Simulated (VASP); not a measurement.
# SnO2 (Cassiterite) (P4_2/mnm) in VASP: a series of runs, part 2 of 2

VASP 6.6.1. Earlier steps stand in the parts before.

### Step 4. Relaxation of cell and atoms, PBE

INCAR reads:

```
  PREC = Accurate
  ENCUT = 600
  EDIFF = 1E-7
  ISMEAR = 0
  SIGMA = 0.01
  LREAL = F
  LASPH = T
  NELM = 120
  ALGO = Normal
  ISIF = 3
  LWAVE = F
  LCHARG = F
  GGA = PE
  IBRION = 2
  NSW = 80
  EDIFFG = -0.001
  GGA_COMPAT = F
  NELMIN = 4
```

KPOINTS reads:

```
Automatic mesh
0
Gamma
  6 6 8
```

POSCAR reads:

```
SnO2
1.0
    4.8274195352      0.0000000000      0.0000000000
    0.0000000000      4.8274195352      0.0000000000
    0.0000000000      0.0000000000      3.2380692396
Sn O
2 4
Direct
    0.0000000000      0.0000000000      0.0000000000
    0.5000000000      0.5000000000      0.5000000000
    0.3065442698      0.3065442698      0.0000000000
    0.1934557302      0.8065442698      0.5000000000
    0.6934557302      0.6934557302      0.0000000000
    0.8065442698      0.1934557302      0.5000000000
```

Potentials or basis: VASP PAW PBE potentials, release 64 (Sn_d, O).

On the command line:

```
$ cat potpaw_PBE.64/Sn_d/POTCAR potpaw_PBE.64/O/POTCAR > POTCAR
$ mpirun -np 1 vasp_std > vasp.out
```

OUTCAR:

```text
PREC = Accurate
   ENCUT = 600
   EDIFF = 1E-7
   ISMEAR = 0
   LREAL = F
   LASPH = T
   NELM = 120
   ISIF = 3
   GGA = PE
   IBRION = 2
   NSW = 80
   EDIFFG = -0.001
   NELMIN = 4

 ion  position               nearest neighbor table
   1  0.000  0.000  0.000-   4 2.09   6 2.09   4 2.09   6 2.09   5 2.09   3 2.09
   2  0.500  0.500  0.500-   3 2.09   5 2.09   3 2.09   5 2.09   4 2.09   6 2.09
   3  0.307  0.307  0.000-   2 2.09   2 2.09   1 2.09
   4  0.193  0.807  0.500-   1 2.09   1 2.09   2 2.09
   5  0.693  0.693  0.000-   2 2.09   2 2.09   1 2.09
   6  0.807  0.193  0.500-   1 2.09   1 2.09   2 2.09

  LATTYP: Found a simple tetragonal cell.
 ALAT       =     4.8274195352
 C/A-ratio  =     0.6707660720

  Lattice vectors:

 A1 = (   4.8274195352,   0.0000000000,   0.0000000000)
 A2 = (   0.0000000000,   4.8274195352,   0.0000000000)
 A3 = (   0.0000000000,   0.0000000000,   3.2380692396)

Analysis of symmetry for initial positions (statically):
=====================================================================
 Subroutine PRICEL returns:
 Original cell was already a primitive cell.

 Routine SETGRP: Setting up the symmetry group for a
 simple tetragonal supercell.

 Subroutine GETGRP returns: Found 16 space group operations
 (whereof  8 operations were pure point group operations)
 out of a pool of 16 trial point group operations.

The static configuration has the point symmetry D_2h.
 The point group associated with its full space group is D_4h.

Analysis of symmetry for dynamics (positions and initial velocities):
=====================================================================
 Subroutine PRICEL returns:
 Original cell was already a primitive cell.

 Routine SETGRP: Setting up the symmetry group for a
 simple tetragonal supercell.

 Subroutine GETGRP returns: Found 16 space group operations
[... 132 lines left out ...]
     AMIX_MAG =   1.60;   BMIX_MAG =  1.00
  volume/ion in A,a.u.               =      12.58        84.87
  Fermi-wavevector in a.u.,A,eV,Ry     =   1.446007  2.732558 28.448934  2.090938
  Thomas-Fermi vector in A             =   2.564125
   LORBIT       =      0    0 simple, 1 ext, 2 COOP (PROOUT), +10 PAW based schemes
   GGA     = PE    functional components
   LHFCALC =     F    Hartree Fock is set to
   AEXX    =    0.0000 exact exchange contribution
   IVDW    =     0    specifies the selected vdW correction
   LEPSILON=     F    determine dielectric tensor
   LRPA    =     F    only Hartree local field effects (RPA)
 conjugate gradient relaxation of ions
 non-spin polarized calculation
 Gauss-broadening in eV      SIGMA  =   0.01
  energy-cutoff  :      600.00
  volume of cell :       75.46
 maximum number of plane-waves:      2557
 NGX is ok and might be reduce to    40
   NGX = 19   NGY = 19   NGZ = 13

--------------------------------------- Ionic step        1  -------------------------------------------

 number of electron      52.0000001 magnetization

 Free energy of the ion-electron system (eV)
  ---------------------------------------------------
  ext. energy  EPLUGINS =         0.00000000
  ---------------------------------------------------
  free energy    TOTEN  =       -37.32028072 eV

  energy without entropy =      -37.32028072  energy(sigma->0) =      -37.32028072

------------------------ aborting loop because EDIFF is reached ----------------------------------------

  FORCE on cell =-STRESS in cart. coord.  units (eV):
  Direction    XX          YY          ZZ          XY          YZ          ZX
  --------------------------------------------------------------------------------------
  -------------------------------------------------------------------------------------
  Total        0.1580454      0.1580454      0.2868921     -0.0000000      0.0000000      0.0000000
  in kB        3.3556467      3.3556467      6.0913423     -0.0000000      0.0000000      0.0000000
  external PRESSURE =       4.2675452 kB  Pullay stress =       0.0000000 kB
[... 147 lines left out ...]
--------------------------------------- Ionic step        5  -------------------------------------------

 number of electron      52.0000001 magnetization

 Free energy of the ion-electron system (eV)
  ---------------------------------------------------
  ext. energy  EPLUGINS =         0.00000000
  ---------------------------------------------------
  free energy    TOTEN  =       -37.32052736 eV

  energy without entropy =      -37.32052736  energy(sigma->0) =      -37.32052736

 E-fermi :   5.6133     XC(G=0): -10.9648

 val. band max:        5.5054795527   @ k =   0.0000   0.0000   0.0000
 cond. band min:       6.1474735117   @ k =   0.0000   0.0000   0.0000
 fundamental gap:      0.6419939590
 Fermi energy:         5.6132901361

 k-point     1 :       0.0000    0.0000    0.0000
  band No.  band energies     occupation
      1     -15.5269      2.00000
      2     -14.8661      2.00000
      3     -14.6778      2.00000
      4     -14.6501      2.00000
      5     -14.6501      2.00000
      6     -14.5861      2.00000
[... 805 lines left out ...]
     30      13.8843      0.00000
     31      14.5277      0.00000

 [... further k-points ...]
[... 5 lines left out ...]
  --------------------------------------------------------------------------------------
  -------------------------------------------------------------------------------------
  Total       -0.0026529     -0.0026529      0.0055730     -0.0000000      0.0000000      0.0000000
  in kB       -0.0562020     -0.0562020      0.1180655     -0.0000000      0.0000000      0.0000000
  external PRESSURE =       0.0018871 kB  Pullay stress =       0.0000000 kB
[... 21 lines left out ...]
  FREE ENERGIE OF THE ION-ELECTRON SYSTEM (eV)
  ---------------------------------------------------
  free  energy   TOTEN  =       -37.3205273569 eV

  energy  without entropy=      -37.3205273569  energy(sigma->0) =      -37.32052736

 reached required accuracy - stopping structural energy minimisation
```

OSZICAR:

```text
N       E                     dE             d eps       ncg     rms          rms(c)
DAV:   1     0.700931919480E+03    0.70093E+03   -0.28467E+04  3315   0.282E+03
DAV:   2     0.655522700983E+02   -0.63538E+03   -0.61356E+03  3446   0.727E+02
[... 43 lines left out ...]
   4 F= -.37320525E+02 E0= -.37320525E+02  d E =-.244317E-03
       N       E                     dE             d eps       ncg     rms          rms(c)
DAV:   1    -0.373205317536E+02   -0.67175E-05   -0.42873E-04  3135   0.158E-01    0.143E-02
DAV:   2    -0.373205288618E+02    0.28918E-05   -0.10427E-05  4125   0.398E-02    0.822E-03
DAV:   3    -0.373205272707E+02    0.15912E-05   -0.19517E-06  4888   0.202E-02    0.130E-03
DAV:   4    -0.373205273569E+02   -0.86236E-07   -0.45109E-07  3100   0.505E-03
   5 F= -.37320527E+02 E0= -.37320527E+02  d E =-.231853E-05
```

CONTCAR:

```text
SnO2
   1.00000000000000
     4.8299529718069358    0.0000000000000000    0.0000000000000000
     0.0000000000000000    4.8299529718069358    0.0000000000000000
     0.0000000000000000    0.0000000000000000    3.2418602753619226
  Sn              O
     2     4
Direct
     0.0000000000000000    0.0000000000000000    0.0000000000000000
     0.5000000000000000    0.5000000000000000    0.5000000000000000
     0.3065215287220899    0.3065215287220899    0.0000000000000000
     0.1934784712779102    0.8065215287220898    0.5000000000000000
     0.6934784712779102    0.6934784712779102    0.0000000000000000
     0.8065215287220898    0.1934784712779102    0.5000000000000000

  0.00000000E+00  0.00000000E+00  0.00000000E+00
  0.00000000E+00  0.00000000E+00  0.00000000E+00
  0.00000000E+00  0.00000000E+00  0.00000000E+00
  0.00000000E+00  0.00000000E+00  0.00000000E+00
  0.00000000E+00  0.00000000E+00  0.00000000E+00
  0.00000000E+00  0.00000000E+00  0.00000000E+00
```

Wall time 2.8 min (1 thread of Intel Xeon Platinum 8559C (Emerald Rapids), shared host); peak memory 0.27 GiB.

Results:

- Free energy: -37.3205 eV
- Relaxed volume: 12.60 Å³/atom
- Relaxed cell: a = 4.830 Å, b = 4.830 Å, c = 3.242 Å, α = 90.00°, β = 90.00°, γ = 90.00°
- Space group after relaxing (to 0.05 Å): P4_2/mnm (No. 136)
- Energy gained by relaxing: 0.0 meV/atom
- Ionic steps: 5
- Pressure after relaxing: 0.0 GPa
- Band gap on the k mesh: 0.64 eV, direct

Step by step:
| step | energy change (eV) | largest force (eV/Å) | pressure (GPa) | volume (Å³) |
| --- | --- | --- | --- | --- |
| 1 | 0.0000 | 0.0115 | 0.43 | 75.46 |
| 2 | 0.0001 | 0.0185 | -0.50 | 75.83 |
| 3 | -0.0002 | 0.0022 | 0.01 | 75.63 |
| 4 | -0.0002 | 0.0025 | -0.01 | 75.63 |
| 5 | -0.0002 | 0.0008 | 0.00 | 75.63 |

Final structure:
```yaml
crystal:
  lattice:
    - [4.82995, 0.00000, 0.00000]
    - [0.00000, 4.82995, 0.00000]
    - [0.00000, 0.00000, 3.24186]
  atoms:
    - { symbol: Sn, position: [0.00000, 0.00000, 0.00000] }
    - { symbol: Sn, position: [0.50000, 0.50000, 0.50000] }
    - { symbol: O, position: [0.30652, 0.30652, 0.00000] }
    - { symbol: O, position: [0.19348, 0.80652, 0.50000] }
    - { symbol: O, position: [0.69348, 0.69348, 0.00000] }
    - { symbol: O, position: [0.80652, 0.19348, 0.50000] }
```

Levels at points of the mesh, in eV from the valence-band top:
```csv
k point,band 23,band 24,band 25,band 26,band 27,band 28,band 29,band 30
"(0.00, 0.00, 0.00)",-1.26,-0.74,-0.74,0.00,0.64,5.66,6.04,6.04
"(0.50, 0.00, 0.00)",-1.21,-1.21,-0.60,-0.60,3.86,3.86,6.79,6.79
"(0.50, 0.50, 0.00)",-1.33,-1.33,-0.85,-0.85,4.25,4.25,7.13,7.13
"(0.00, 0.00, 0.50)",-1.52,-1.52,-1.18,-1.18,5.56,5.56,9.34,9.34
"(0.50, 0.00, 0.50)",-1.01,-1.01,-0.75,-0.75,5.82,5.82,7.59,7.59
"(0.50, 0.50, 0.50)",-0.91,-0.91,-0.78,-0.78,4.32,4.32,8.60,8.60
```

Caveat: spin-orbit coupling is left out, which moves the levels of the heavy elements. Expect the measured gap to be larger: semilocal functionals such as PBE lack the derivative discontinuity.

### Step 5. The runs side by side

| task | cell | cutoff (eV) | smearing | gap on the mesh (eV) | pressure (GPa) | largest force (eV/Å) |
| --- | --- | --- | --- | --- | --- | --- |
| single point | as given | 520 | gaussian 0.02 eV | 0.67 | 0.6 | 0.01 |
| single point | as given | 600 | gaussian 0.01 eV | 0.67 | 0.4 | 0.02 |
| relaxation of cell and atoms | relaxed | 600 | gaussian 0.01 eV | 0.64 | 0.0 | - |

Alike in all rows: level PBE; potentials or basis VASP PAW PBE potentials, release 64 (Sn_d, O); no spin polarisation; k mesh 6 × 6 × 8.

Caveats: spin-orbit coupling is left out, which moves the levels of the heavy elements.

Total energies depend on the potentials used, so only differences within one code and one set of settings carry meaning.
